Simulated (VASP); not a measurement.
# MgGe2 (Fd-3m) in VASP: further runs

The runs below take MgGe2 through single point, relaxation of cell and atoms, with PBE.

All numbers are computed with VASP 6.6.1; they aren't measurements. Logs are shortened: lines on timing, memory, paths and dates and some standing lists are left out, and cuts for length are marked.

### Step 1. The cell of the first run

Symmetry: Fd-3m, No. 227, cubic system. Conventional cell: a = 7.903 Å, b = 7.903 Å, c = 7.903 Å, α = 90.00°, β = 90.00°, γ = 90.00°. Within 4.3 Å of Mg (site symmetry -43m) lie 12 Ge at 3.28 Å and 4 Mg at 3.42 Å. Ge (site symmetry -3m) has 6 Ge at 2.79 Å and 6 Mg at 3.28 Å within 3.7 Å.

### Step 2. Single point, PBE

Contents of INCAR:

```
PREC = Accurate
ENCUT = 520
EDIFF = 1E-6
ISMEAR = 0
SIGMA = 0.1
LREAL = False
LASPH = True
NELM = 100
ALGO = Normal
ISIF = 2
LWAVE = False
LCHARG = False
GGA = PE
NBANDS = 39
```

Contents of KPOINTS:

```
Automatic mesh
0
Gamma
  8 8 8
```

Contents of POSCAR:

```
MgGe2
1.0
    0.0000000000      3.9513157531      3.9513157531
    3.9513157531      0.0000000000      3.9513157531
    3.9513157531      3.9513157531      0.0000000000
Mg Ge
2 4
Direct
    0.7500000000      0.7500000000      0.7500000000
    0.5000000000      0.5000000000      0.5000000000
    0.1250000000      0.1250000000      0.1250000000
    0.6250000000      0.1250000000      0.1250000000
    0.1250000000      0.6250000000      0.1250000000
    0.1250000000      0.1250000000      0.6250000000
```

Potentials or basis: VASP PAW PBE potentials, release 64 (Mg, Ge_d).

Launch:

```console
$ cat potpaw_PBE.64/Mg/POTCAR potpaw_PBE.64/Ge_d/POTCAR > POTCAR
$ mpirun -np 1 vasp_std > vasp.out
```

OUTCAR:

```text
PREC = Accurate
   ENCUT = 520
   EDIFF = 1E-6
   ISMEAR = 0
   LREAL = False
   LASPH = True
   NELM = 100
   ISIF = 2
   GGA = PE

 ion  position               nearest neighbor table
   1  0.750  0.750  0.750-   4 3.28   5 3.28   6 3.28   3 3.28   4 3.28   5 3.28   3 3.28   4 3.28
                             6 3.28   3 3.28   5 3.28   6 3.28   2 3.42   2 3.42   2 3.42   2 3.42
   2  0.500  0.500  0.500-   3 3.28   5 3.28   6 3.28   3 3.28   4 3.28   6 3.28   3 3.28   4 3.28
                             5 3.28   4 3.28   5 3.28   6 3.28   1 3.42   1 3.42   1 3.42   1 3.42
   3  0.125  0.125  0.125-   4 2.79   5 2.79   6 2.79   6 2.79   5 2.79   4 2.79   2 3.28   1 3.28
                             2 3.28   1 3.28   2 3.28   1 3.28
   4  0.625  0.125  0.125-   3 2.79   6 2.79   5 2.79   3 2.79   5 2.79   6 2.79   1 3.28   2 3.28
                             1 3.28   2 3.28   1 3.28   2 3.28
   5  0.125  0.625  0.125-   3 2.79   6 2.79   3 2.79   4 2.79   6 2.79   4 2.79   1 3.28   1 3.28
                             2 3.28   1 3.28   2 3.28   2 3.28
   6  0.125  0.125  0.625-   3 2.79   3 2.79   4 2.79   5 2.79   5 2.79   4 2.79   1 3.28   2 3.28
                             2 3.28   1 3.28   2 3.28   1 3.28

  LATTYP: Found a face centered cubic cell.
 ALAT       =     7.9026315062

  Lattice vectors:

 A1 = (   0.0000000000,   3.9513157531,   3.9513157531)
 A2 = (   3.9513157531,   0.0000000000,   3.9513157531)
 A3 = (   3.9513157531,   3.9513157531,   0.0000000000)

Analysis of symmetry for initial positions (statically):
=====================================================================
 Subroutine PRICEL returns:
 Original cell was already a primitive cell.

 Routine SETGRP: Setting up the symmetry group for a
 face centered cubic supercell.

 Subroutine GETGRP returns: Found 48 space group operations
 (whereof 24 operations were pure point group operations)
 out of a pool of 48 trial point group operations.

The static configuration has the point symmetry T_d .
 The point group associated with its full space group is O_h .

Analysis of symmetry for dynamics (positions and initial velocities):
=====================================================================
 Subroutine PRICEL returns:
 Original cell was already a primitive cell.

 Routine SETGRP: Setting up the symmetry group for a
 face centered cubic supercell.

 Subroutine GETGRP returns: Found 48 space group operations
 (whereof 24 operations were pure point group operations)
 out of a pool of 48 trial point group operations.

The dynamic configuration has the point symmetry T_d .
 The point group associated with its full space group is O_h .

 Subroutine INISYM returns: Found 48 space group operations
 (whereof 24 operations are pure point group operations),
 and found     1 'primitive' translations

----------------------------------------------------------------------------------------

                                     Primitive cell

  volume of cell :     123.3830

  direct lattice vectors                    reciprocal lattice vectors
     0.000000000  3.951315753  3.951315753    -0.126540128  0.126540128  0.126540128
     3.951315753  0.000000000  3.951315753     0.126540128 -0.126540128  0.126540128
     3.951315753  3.951315753  0.000000000     0.126540128  0.126540128 -0.126540128

  length of vectors
     5.588004327  5.588004327  5.588004327     0.219173930  0.219173930  0.219173930

  position of ions in fractional coordinates (direct lattice)
     0.750000000  0.750000000  0.750000000
     0.500000000  0.500000000  0.500000000
     0.125000000  0.125000000  0.125000000
     0.625000000  0.125000000  0.125000000
     0.125000000  0.625000000  0.125000000
     0.125000000  0.125000000  0.625000000

  ion indices of the primitive-cell ions
   primitive index   ion index
                 1           1
                 2           2
                 3           3
                 4           4
                 5           5
                 6           6

----------------------------------------------------------------------------------------

 KPOINTS: Automatic mesh

Automatic generation of k-mesh.
 Grid dimensions read from file:
 generate k-points for:    8    8    8

 Generating k-lattice:

  Cartesian coordinates                     Fractional coordinates (reciprocal lattice)
    -0.015817516  0.015817516  0.015817516     0.125000000  0.000000000  0.000000000
     0.015817516 -0.015817516  0.015817516     0.000000000  0.125000000  0.000000000
     0.015817516  0.015817516 -0.015817516     0.000000000  0.000000000  0.125000000

  Length of vectors
     0.027396741  0.027396741  0.027396741

  Shift w.r.t. Gamma in fractional coordinates (k-lattice)
     0.000000000  0.000000000  0.000000000

 Subroutine IBZKPT returns following result:
 ===========================================

 Found     29 irreducible k-points:

 Following reciprocal coordinates:
            Coordinates               Weight
  0.000000  0.000000  0.000000      1.000000
  0.125000  0.000000  0.000000      8.000000
  0.250000  0.000000  0.000000      8.000000
  0.375000  0.000000  0.000000      8.000000
  0.500000  0.000000  0.000000      4.000000
  0.125000  0.125000  0.000000      6.000000
[... 16 lines left out ...]
  0.500000  0.250000  0.125000     48.000000
 -0.375000  0.250000  0.125000     24.000000
 [... further k-points ...]
   k-points           NKPTS =     29   k-points in BZ     NKDIM =     29   number of bands    NBANDS=     39
   number of dos      NEDOS =    301   number of ions     NIONS =      6
   total plane-waves  NPLWV =  74088
   dimension x,y,z NGX =    42 NGY =   42 NGZ =   42
   dimension x,y,z NGXF=    84 NGYF=   84 NGZF=   84
   ions per type =               2   4
   NGX,Y,Z   is equivalent  to a cutoff of  12.50, 12.50, 12.50 a.u.
   NGXF,Y,Z  is equivalent  to a cutoff of  24.99, 24.99, 24.99 a.u.
 SYSTEM =  unknown system
   PREC   = accura    normal or accurate (medium, high low for compatibility)
   ISTART =      0    job   : 0-new  1-cont  2-samecut
   ICHARG =      2    charge: 1-file 2-atom 10-const
   ISPIN  =      1    spin polarized calculation?
   LNONCOLLINEAR =      F non collinear calculations
   LSORBIT =      F    spin-orbit coupling
   LASPH  =      T    aspherical Exc in radial PAW
   ENCUT  =  520.0 eV  38.22 Ry    6.18 a.u.  10.39 10.39 10.39*2*pi/ulx,y,z
   NELM   =    100;   NELMIN=  2; NELMDL= -5     # of ELM steps
   EDIFF  = 0.1E-05   stopping-criterion for ELM
   LREAL  =      F    real-space projection
   EDIFFG = 0.1E-04   stopping-criterion for IOM
   NSW    =      0    number of steps for IOM
   IBRION =     -1    ionic relax: 0-MD 1-quasi-New 2-CG
   NFREE  =      0    steps in history (QN), initial steepest desc. (CG)
   ISIF   =      2    stress and relaxation
   ISYM   =      2    0-nonsym 1-usesym 2-fastsym
   POTIM  = 0.5000    time-step for ionic-motion
   TEBEG  =    0.0;   TEEND  =   0.0 temperature during run
   PSTRESS=    0.0 pullay stress
   NELECT =      60.0000    total number of electrons
   NUPDOWN=      -1.0000    fix difference up-down
   EMIN   =  10.00;   EMAX   =-10.00  energy-range for DOS
   EFERMI =   0.00;   METHOD = LEGACY
   ISMEAR =     0;   SIGMA  =   0.10  broadening in eV -4-tet -1-fermi 0-gaus
   EFERMI_NEDOS =   21; number of points for ismear=-14 and -15
   IALGO  =     38    algorithm
   IMIX   =      4    mixing-type and parameters
     AMIX     =   0.40;   BMIX     =  1.00
     AMIX_MAG =   1.60;   BMIX_MAG =  1.00
  volume/ion in A,a.u.               =      20.56       138.77
  Fermi-wavevector in a.u.,A,eV,Ry     =   1.287380  2.432796 22.549588  1.657348
  Thomas-Fermi vector in A             =   2.419398
   LORBIT       =      0    0 simple, 1 ext, 2 COOP (PROOUT), +10 PAW based schemes
   GGA     = PE    functional components
   LHFCALC =     F    Hartree Fock is set to
   AEXX    =    0.0000 exact exchange contribution
   IVDW    =     0    specifies the selected vdW correction
   LEPSILON=     F    determine dielectric tensor
   LRPA    =     F    only Hartree local field effects (RPA)
 non-spin polarized calculation
 Gauss-broadening in eV      SIGMA  =   0.10
  energy-cutoff  :      520.00
  volume of cell :      123.38
 maximum number of plane-waves:      3341
 NGX is ok and might be reduce to    42
   NGX = 21   NGY = 21   NGZ = 21

 number of electron      59.9999954 magnetization

 Free energy of the ion-electron system (eV)
  ---------------------------------------------------
  ext. energy  EPLUGINS =         0.00000000
  ---------------------------------------------------
  free energy    TOTEN  =       -20.32960480 eV

  energy without entropy =      -20.31903172  energy(sigma->0) =      -20.32431826

 E-fermi :   5.3070     XC(G=0): -10.1199

 val. band max:        5.2932473092   @ k =   0.5000   0.2500   0.0000
 cond. band min:       5.3272073775   @ k =   0.2500   0.2500   0.0000
 fundamental gap:      0.0339600683
 Fermi energy:         5.3069866617

 k-point     1 :       0.0000    0.0000    0.0000
  band No.  band energies     occupation
      1     -19.5927      2.00000
      2     -19.5379      2.00000
      3     -19.5379      2.00000
      4     -19.5379      2.00000
      5     -19.5340      2.00000
      6     -19.5340      2.00000
[... 31 lines left out ...]
     38      11.2860      0.00000
     39      11.8475      0.00000

 k-point     2 :       0.1250    0.0000    0.0000
  band No.  band energies     occupation
      1     -19.5879      2.00000
      2     -19.5363      2.00000
      3     -19.5356      2.00000
      4     -19.5356      2.00000
      5     -19.5290      2.00000
      6     -19.5290      2.00000
[... 31 lines left out ...]
     38      10.7460      0.00000
     39      11.3230      0.00000

 k-point     3 :       0.2500    0.0000    0.0000
  band No.  band energies     occupation
      1     -19.5762      2.00000
      2     -19.5337      2.00000
      3     -19.5337      2.00000
      4     -19.5301      2.00000
      5     -19.5107      2.00000
      6     -19.5107      2.00000
[... 31 lines left out ...]
     38       9.8137      0.00000
     39      11.4157      0.00000

 k-point     4 :       0.3750    0.0000    0.0000
  band No.  band energies     occupation
      1     -19.5658      2.00000
      2     -19.5322      2.00000
      3     -19.5322      2.00000
      4     -19.5158      2.00000
      5     -19.4833      2.00000
      6     -19.4833      2.00000
[... 31 lines left out ...]
     38      11.3284      0.00000
     39      11.5151      0.00000
[... 754 lines left out ...]
     38      10.6401      0.00000
     39      10.7996      0.00000

 k-point    23 :       0.5000    0.2500    0.1250
  band No.  band energies     occupation
      1     -19.5524      2.00000
      2     -19.5287      2.00000
      3     -19.5213      2.00000
      4     -19.5134      2.00000
      5     -19.4902      2.00000
      6     -19.4674      2.00000
[... 31 lines left out ...]
     38      10.0203      0.00000
     39      10.8867      0.00000

 k-point    24 :      -0.3750    0.2500    0.1250
  band No.  band energies     occupation
      1     -19.5484      2.00000
      2     -19.5281      2.00000
      3     -19.5133      2.00000
      4     -19.5063      2.00000
      5     -19.4840      2.00000
      6     -19.4623      2.00000
[... 31 lines left out ...]
     38      10.2844      0.00000
     39      10.7445      0.00000

 [... further k-points ...]

------------------------ aborting loop because EDIFF is reached ----------------------------------------

  FORCE on cell =-STRESS in cart. coord.  units (eV):
  Direction    XX          YY          ZZ          XY          YZ          ZX
  --------------------------------------------------------------------------------------
  -------------------------------------------------------------------------------------
  Total       -0.0346836     -0.0346836     -0.0346836      0.0000000      0.0000000      0.0000000
  in kB       -0.4503811     -0.4503811     -0.4503811      0.0000000      0.0000000      0.0000000
  external PRESSURE =      -0.4503811 kB  Pullay stress =       0.0000000 kB

 VOLUME and BASIS-vectors are now :
 -----------------------------------------------------------------------------
  energy-cutoff  :      520.00
  volume of cell :      123.38
      direct lattice vectors                 reciprocal lattice vectors
     0.000000000  3.951315753  3.951315753    -0.126540128  0.126540128  0.126540128
     3.951315753  0.000000000  3.951315753     0.126540128 -0.126540128  0.126540128
     3.951315753  3.951315753  0.000000000     0.126540128  0.126540128 -0.126540128

 POSITION                                       TOTAL-FORCE (eV/Angst)
 -----------------------------------------------------------------------------------
      5.92697      5.92697      5.92697        -0.000000     -0.000000     -0.000000
      3.95132      3.95132      3.95132         0.000000      0.000000      0.000000
      0.98783      0.98783      0.98783        -0.000000     -0.000000     -0.000000
      0.98783      2.96349      2.96349        -0.000000     -0.000000     -0.000000
      2.96349      0.98783      2.96349        -0.000000     -0.000000     -0.000000
      2.96349      2.96349      0.98783        -0.000000     -0.000000     -0.000000
 -----------------------------------------------------------------------------------
    total drift:                                0.000000      0.000000      0.000000

  FREE ENERGIE OF THE ION-ELECTRON SYSTEM (eV)
  ---------------------------------------------------
  free  energy   TOTEN  =       -20.3296047970 eV

  energy  without entropy=      -20.3190317167  energy(sigma->0) =      -20.32431826
```

Wall time 54 s (1 thread of Intel Xeon 6975P-C (Granite Rapids), shared host); peak memory 0.32 GiB.

What came out:

```
Free energy            : -20.3296 eV
Pressure               : 0.0 GPa
Band gap on the k mesh : zero (band 30 reaches 5.52 eV, above the bottom of band 31 at 3.48 eV)
```

(Continued in part 2 of 2.)
